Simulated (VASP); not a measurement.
Wanted: the native input for a VASP 6.6.1 run.

```yaml
Task: single point
Functional: PBEsol
Potentials_or_basis: VASP PAW PBE potentials, release 64 (Ba_sv, Ti_sv, O)
Cutoff: 520 eV
k_mesh: 7 × 7 × 7
Occupations: fermi-dirac, width 0.05 eV
Spin: no spin polarisation
Dipole_correction: no
Further_INCAR_settings: ALGO = Normal; EDIFF = 1e-06; NBANDS = 28
```

The structure of BaTiO3 lies in POSCAR:

```
BaTiO3
1.0
    2.8273666084      1.6323808724      2.3183934932
   -2.8273666084      1.6323808724      2.3183934932
    0.0000000000     -3.2647617449      2.3183934932
Ba Ti O
1 1 3
Direct
    0.0000000000      0.0000000000      0.0000000000
    0.4845000000      0.4845000000      0.4845000000
    0.5086000000      0.0175000000      0.5086000000
    0.0175000000      0.5086000000      0.5086000000
    0.5086000000      0.5086000000      0.0175000000
```

One way to write it, as run:

INCAR

```
SYSTEM = BaTiO3
ALGO = Normal
EDIFF = 1E-6
ENCUT = 520
GGA = PS
ISIF = 2
ISMEAR = -1
LASPH = .True.
LCHARG = .False.
LREAL = .False.
LWAVE = .False.
NBANDS = 28
NELM = 100
PREC = Accurate
SIGMA = 0.05
```

KPOINTS

```
k-points
0
Gamma
  7 7 7
  0 0 0
```

Potentials or basis: VASP PAW PBE potentials, release 64 (Ba_sv, Ti_sv, O).

The run is started by

```bash
$ cat potpaw_PBE.64/Ba_sv/POTCAR potpaw_PBE.64/Ti_sv/POTCAR potpaw_PBE.64/O/POTCAR > POTCAR
$ mpirun -np 1 vasp_std > vasp.out
```

Results of the run:

```json
{
 "Pressure": "0.6 GPa",
 "Largest force": "0.143 eV/Å",
 "Band gap on the k mesh": "2.40 eV, indirect (least direct gap 2.74 eV)"
}
```

Caveat: the PAW data sets were made with another functional, which shifts forces and pressure a little; spin-orbit coupling is left out, which moves the levels of the heavy elements.

It took 92 s on 1 thread of Intel(R) Xeon(R) Platinum 8488C (Sapphire Rapids), with other jobs on the host, peak memory 0.22 GiB.
